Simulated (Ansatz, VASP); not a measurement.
**One calculation of BaTiO3, two programs**

```
Ba Ti O
1.0
     3.83421    0.00000    0.00000
     0.00000    3.83421    0.00000
     0.00000    0.00000    4.15387
Ba Ti O
1 1 3
Direct
  0.00000 0.00000 0.00000
  0.50000 0.50000 0.50000
  0.50000 0.50000 0.00000
  0.50000 0.00000 0.50000
  0.00000 0.50000 0.50000
```

Change from the starting cell: strain -0.040 along x and y, +0.040 along z, atoms carried along.

Alike in both runs: task single point; functional r2SCAN; k mesh 8 × 8 × 8; occupations gaussian, width 0.05 eV; no spin polarisation.

|  | VASP | Ansatz |
| --- | --- | --- |
| version | VASP 6.6.1 | Ansatz 0.2.0 |
| potentials or method | VASP PAW PBE potentials, release 64 (Ba_sv, Ti_sv, O), cutoff 520 eV | scalar-relativistic, plane waves, PAW |
| valence electrons in the cell | 40 | 40 |

|  | VASP | Ansatz | Ansatz less VASP |
| --- | --- | --- | --- |
| gap on the k mesh at the Fermi level (eV) | 2.08 | 2.10 | +0.020 |
| least direct gap on the mesh (eV) | 2.26 | 2.25 | -0.008 |
| pressure (GPa) | 12.6 | 10.2 | -2.39 |
| traceless stress, the component that is largest in VASP (GPa) | -12.74 | -12.25 | +0.493 |

VASP's potentials were made for PBE, not for r2SCAN. With one functional, cell and mesh, what is left measures potentials, basis and numerics.

Spin-orbit coupling is off throughout.
